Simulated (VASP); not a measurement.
# B (P6/mmm) in VASP: notebook, part 2 of 2

VASP 6.6.1. Earlier steps stand in the parts before.

## 3. Single point, LDA

This run uses another cell than the first one, of 9.76 Å³/atom, 1.029 times its volume.

INCAR reads:

```
SYSTEM = B
PREC = Accurate
ENCUT = 520
EDIFF = 1E-7
ISMEAR = 1
SIGMA = 0.3
LREAL = .False.
LASPH = .True.
NELM = 100
ALGO = Normal
ISIF = 2
LWAVE = .False.
LCHARG = .True.
GGA = CA
LELF = .True.
LVHAR = .True.
NBANDS = 8
```

KPOINTS reads:

```
regular mesh
0
Gamma
  19 19 8
  0 0 0
```

POSCAR reads:

```
B
1.0
    1.7412650244      0.0000000000      0.0000000000
   -0.8706325122      1.5079796515      0.0000000000
    0.0000000000      0.0000000000      3.7183438059
B
1
Direct
    0.0000000000      0.0000000000      0.0000000000
```

Potentials or basis: VASP PAW LDA potentials, release 64 (B).

The run is started by

```
$ cat potpaw_LDA.64/B/POTCAR > POTCAR
$ mpirun -np 1 vasp_std > vasp.out
```

OUTCAR:

```text
SYSTEM = B
   PREC = Accurate
   ENCUT = 520
   EDIFF = 1E-7
   ISMEAR = 1
   LREAL = .False.
   LASPH = .True.
   NELM = 100
   ISIF = 2
   GGA = CA

 ion  position               nearest neighbor table
   1  0.000  0.000  0.000-

  LATTYP: Found a hexagonal cell.
 ALAT       =     1.7412650244
 C/A-ratio  =     2.1354266891

  Lattice vectors:

 A1 = (   1.7412650244,   0.0000000000,   0.0000000000)
 A2 = (  -0.8706325122,   1.5079796515,   0.0000000000)
 A3 = (   0.0000000000,   0.0000000000,   3.7183438059)

Analysis of symmetry for initial positions (statically):
=====================================================================
 Subroutine PRICEL returns:
 Original cell was already a primitive cell.

 Routine SETGRP: Setting up the symmetry group for a
 hexagonal supercell.

 Subroutine GETGRP returns: Found 24 space group operations
 (whereof 24 operations were pure point group operations)
 out of a pool of 24 trial point group operations.

The static configuration has the point symmetry D_6h.

Analysis of symmetry for dynamics (positions and initial velocities):
=====================================================================
 Subroutine PRICEL returns:
 Original cell was already a primitive cell.

 Routine SETGRP: Setting up the symmetry group for a
 hexagonal supercell.

 Subroutine GETGRP returns: Found 24 space group operations
 (whereof 24 operations were pure point group operations)
 out of a pool of 24 trial point group operations.

The dynamic configuration has the point symmetry D_6h.

 Subroutine INISYM returns: Found 24 space group operations
 (whereof 24 operations are pure point group operations),
 and found     1 'primitive' translations

----------------------------------------------------------------------------------------

                                     Primitive cell

  volume of cell :       9.7636

  direct lattice vectors                    reciprocal lattice vectors
     1.741265024  0.000000000  0.000000000     0.574295116  0.331569461  0.000000000
    -0.870632512  1.507979651  0.000000000     0.000000000  0.663138922  0.000000000
     0.000000000  0.000000000  3.718343806     0.000000000  0.000000000  0.268936939

  length of vectors
     1.741265024  1.741264943  3.718343806     0.663138891  0.663138922  0.268936939

  position of ions in fractional coordinates (direct lattice)
     0.000000000  0.000000000  0.000000000

  ion indices of the primitive-cell ions
   primitive index   ion index
                 1           1

----------------------------------------------------------------------------------------

 KPOINTS: regular mesh

Automatic generation of k-mesh.
 Grid dimensions read from file:
 generate k-points for:   19   19    8

 Generating k-lattice:

  Cartesian coordinates                     Fractional coordinates (reciprocal lattice)
     0.030226059  0.017451024  0.000000000     0.052631579  0.000000000  0.000000000
     0.000000000  0.034902049  0.000000000     0.000000000  0.052631579  0.000000000
     0.000000000  0.000000000  0.033617117     0.000000000  0.000000000  0.125000000

  Length of vectors
     0.034902047  0.034902049  0.033617117

  Shift w.r.t. Gamma in fractional coordinates (k-lattice)
     0.000000000  0.000000000  0.000000000

 Subroutine IBZKPT returns following result:
 ===========================================

 Found    200 irreducible k-points:

 Following reciprocal coordinates:
            Coordinates               Weight
  0.000000  0.000000  0.000000      1.000000
  0.052632 -0.000000  0.000000      6.000000
  0.105263 -0.000000  0.000000      6.000000
  0.157895  0.000000  0.000000      6.000000
  0.210526  0.000000  0.000000      6.000000
  0.263158  0.000000  0.000000      6.000000
[... 16 lines left out ...]
  0.263158  0.105263  0.000000     12.000000
  0.315789  0.105263  0.000000     12.000000
 [... further k-points ...]
   k-points           NKPTS =    200   k-points in BZ     NKDIM =    200   number of bands    NBANDS=      8
   number of dos      NEDOS =    301   number of ions     NIONS =      1
   total plane-waves  NPLWV =   5488
   dimension x,y,z NGX =    14 NGY =   14 NGZ =   28
   dimension x,y,z NGXF=    28 NGYF=   28 NGZF=   56
   ions per type =               1
   NGX,Y,Z   is equivalent  to a cutoff of  13.37, 13.37, 12.52 a.u.
   NGXF,Y,Z  is equivalent  to a cutoff of  26.73, 26.73, 25.04 a.u.
 SYSTEM =  B
   PREC   = accura    normal or accurate (medium, high low for compatibility)
   ISTART =      0    job   : 0-new  1-cont  2-samecut
   ICHARG =      2    charge: 1-file 2-atom 10-const
   ISPIN  =      1    spin polarized calculation?
   LNONCOLLINEAR =      F non collinear calculations
   LSORBIT =      F    spin-orbit coupling
   LASPH  =      T    aspherical Exc in radial PAW
   ENCUT  =  520.0 eV  38.22 Ry    6.18 a.u.   3.24  3.24  6.91*2*pi/ulx,y,z
   NELM   =    100;   NELMIN=  2; NELMDL= -5     # of ELM steps
   EDIFF  = 0.1E-06   stopping-criterion for ELM
   LREAL  =      F    real-space projection
   EDIFFG = 0.1E-05   stopping-criterion for IOM
   NSW    =      0    number of steps for IOM
   IBRION =     -1    ionic relax: 0-MD 1-quasi-New 2-CG
   NFREE  =      0    steps in history (QN), initial steepest desc. (CG)
   ISIF   =      2    stress and relaxation
   ISYM   =      2    0-nonsym 1-usesym 2-fastsym
   POTIM  = 0.5000    time-step for ionic-motion
   TEBEG  =    0.0;   TEEND  =   0.0 temperature during run
   PSTRESS=    0.0 pullay stress
   NELECT =       3.0000    total number of electrons
   NUPDOWN=      -1.0000    fix difference up-down
   EMIN   =  10.00;   EMAX   =-10.00  energy-range for DOS
   EFERMI =   0.00;   METHOD = LEGACY
   ISMEAR =     1;   SIGMA  =   0.30  broadening in eV -4-tet -1-fermi 0-gaus
   EFERMI_NEDOS =   21; number of points for ismear=-14 and -15
   IALGO  =     38    algorithm
   IMIX   =      4    mixing-type and parameters
     AMIX     =   0.40;   BMIX     =  1.00
     AMIX_MAG =   1.60;   BMIX_MAG =  1.00
  volume/ion in A,a.u.               =       9.76        65.89
  Fermi-wavevector in a.u.,A,eV,Ry     =   1.104702  2.087585 16.604105  1.220367
  Thomas-Fermi vector in A             =   2.241179
   LORBIT       =      0    0 simple, 1 ext, 2 COOP (PROOUT), +10 PAW based schemes
   GGA     = CA    functional components
   LHFCALC =     F    Hartree Fock is set to
   AEXX    =    0.0000 exact exchange contribution
   IVDW    =     0    specifies the selected vdW correction
   LEPSILON=     F    determine dielectric tensor
   LRPA    =     F    only Hartree local field effects (RPA)
 non-spin polarized calculation
 Methfessel and Paxton  Order N= 1 SIGMA  =   0.30
  energy-cutoff  :      520.00
  volume of cell :        9.76
 maximum number of plane-waves:       278
 NGX is ok and might be reduce to    14
   NGX =  7   NGY =  7   NGZ = 13

 number of electron       3.0000000 magnetization

 Free energy of the ion-electron system (eV)
  ---------------------------------------------------
  ext. energy  EPLUGINS =         0.00000000
  ---------------------------------------------------
  free energy    TOTEN  =        -6.70485888 eV

  energy without entropy =       -6.70212090  energy(sigma->0) =       -6.70394622

 E-fermi :   4.8005     XC(G=0): -10.0728

 val. band max:        4.7307661260   @ k =   0.3158   0.0526   0.2500
 cond. band min:       4.8338331792   @ k =   0.3684   0.2105   0.0000
 fundamental gap:      0.1030670532
 Fermi energy:         4.8005426392

 k-point     1 :       0.0000    0.0000    0.0000
  band No.  band energies     occupation
      1     -11.7515      2.00000
      2      -1.5743      2.00000
      3       6.9987     -0.00000
      4      27.7871      0.00000
      5      27.7871      0.00000
      6      29.4642      0.00000
      7      35.5040      0.00000
      8      49.0940      0.00000

 k-point     2 :       0.0526   -0.0000    0.0000
  band No.  band energies     occupation
      1     -11.6283      2.00000
      2      -1.4010      2.00000
      3       7.1508     -0.00000
      4      27.1684      0.00000
      5      27.4181      0.00000
      6      29.5915      0.00000
      7      35.8683      0.00000
      8      46.4590      0.00000
[... 221 lines left out ...]
 k-point    23 :       0.2632    0.1053    0.0000
  band No.  band energies     occupation
      1      -7.0980      2.00000
      2       5.0051      0.09325
      3      11.2378      0.00000
      4      14.9136      0.00000
      5      20.0843      0.00000
      6      28.3360      0.00000
      7      36.8356      0.00000
      8      38.0128      0.00000

 k-point    24 :       0.3158    0.1053    0.0000
  band No.  band energies     occupation
      1      -5.6941      2.00000
      2       7.0443     -0.00000
      3       9.4107     -0.00000
      4      15.5724      0.00000
      5      19.7084      0.00000
      6      25.1820      0.00000
      7      32.7285      0.00000
      8      37.9185      0.00000

 [... further k-points ...]
[... 5 lines left out ...]
  --------------------------------------------------------------------------------------
  -------------------------------------------------------------------------------------
  Total       -1.2315518     -1.2315516     -0.0459290      0.0000000      0.0000000      0.0000000
  in kB     -202.0939699   -202.0939446     -7.5368093      0.0000000      0.0000000      0.0000000
  external PRESSURE =    -137.2415746 kB  Pullay stress =       0.0000000 kB

 VOLUME and BASIS-vectors are now :
 -----------------------------------------------------------------------------
  energy-cutoff  :      520.00
  volume of cell :        9.76
      direct lattice vectors                 reciprocal lattice vectors
     1.741265024  0.000000000  0.000000000     0.574295116  0.331569461  0.000000000
    -0.870632512  1.507979651  0.000000000     0.000000000  0.663138922  0.000000000
     0.000000000  0.000000000  3.718343806     0.000000000  0.000000000  0.268936939

 POSITION                                       TOTAL-FORCE (eV/Angst)
 -----------------------------------------------------------------------------------
      0.00000      0.00000      0.00000         0.000000      0.000000      0.000000
 -----------------------------------------------------------------------------------
    total drift:                                0.000000     -0.000000     -0.000000

  FREE ENERGIE OF THE ION-ELECTRON SYSTEM (eV)
  ---------------------------------------------------
  free  energy   TOTEN  =        -6.7048588838 eV

  energy  without entropy=       -6.7021208956  energy(sigma->0) =       -6.70394622
```

OSZICAR:

```text
N       E                     dE             d eps       ncg     rms          rms(c)
DAV:   1    -0.259912077954E+01   -0.25991E+01   -0.14721E+03  3280   0.282E+02
DAV:   2    -0.714023120206E+01   -0.45411E+01   -0.42423E+01  4376   0.447E+01
DAV:   3    -0.715254959335E+01   -0.12318E-01   -0.12312E-01  3576   0.265E+00
DAV:   4    -0.715255522181E+01   -0.56285E-05   -0.56286E-05  4992   0.492E-02
DAV:   5    -0.715255522256E+01   -0.74473E-09   -0.73351E-09  3544   0.299E-04    0.272E+00
DAV:   6    -0.681461591836E+01    0.33794E+00   -0.29841E-01  3368   0.203E+00    0.147E+00
DAV:   7    -0.670554205065E+01    0.10907E+00   -0.34295E-01  3480   0.212E+00    0.279E-01
DAV:   8    -0.670701962202E+01   -0.14776E-02   -0.15524E-02  3464   0.515E-01    0.183E-01
DAV:   9    -0.670485783932E+01    0.21618E-02   -0.56611E-03  3440   0.276E-01    0.165E-02
DAV:  10    -0.670486172833E+01   -0.38890E-05   -0.76590E-06  3688   0.222E-02    0.604E-03
DAV:  11    -0.670485888211E+01    0.28462E-05   -0.86958E-06  3624   0.107E-02    0.369E-04
DAV:  12    -0.670485888377E+01   -0.16553E-08   -0.97426E-09  3256   0.863E-04
   1 F= -.67048589E+01 E0= -.67039462E+01  d E =-.273799E-02
```

stdout:

```text
POSCAR found type information on POSCAR B
 POSCAR found :  1 types and       1 ions
 scaLAPACK will be used
 LDA part: xc-table for (Slater(with rela. corr.)+CA(PZ))
 , standard interpolation
 POSCAR, INCAR and KPOINTS ok, starting setup
 FFT: planning ... GRIDC
 FFT: planning ... GRID_SOFT
 FFT: planning ... GRID
 WAVECAR not read
 entering main loop
```

Run time: 10 s. Hardware: 1 thread of Intel Xeon 6975P-C, shared host; peak memory 0.12 GiB.

Results:

| Quantity | Value |
| --- | --- |
| Free energy | -6.7049 eV |
| Pressure | -13.7 GPa |

Levels at points of the mesh, in eV from the Fermi level:
```
           k point  band 1  band 2  band 3  band 4  band 5
(0.00, 0.00, 0.00)  -16.55   -6.37    2.20   22.99   22.99
(0.00, 0.00, 0.50)  -16.26   -8.19    8.46   13.25   22.99
```
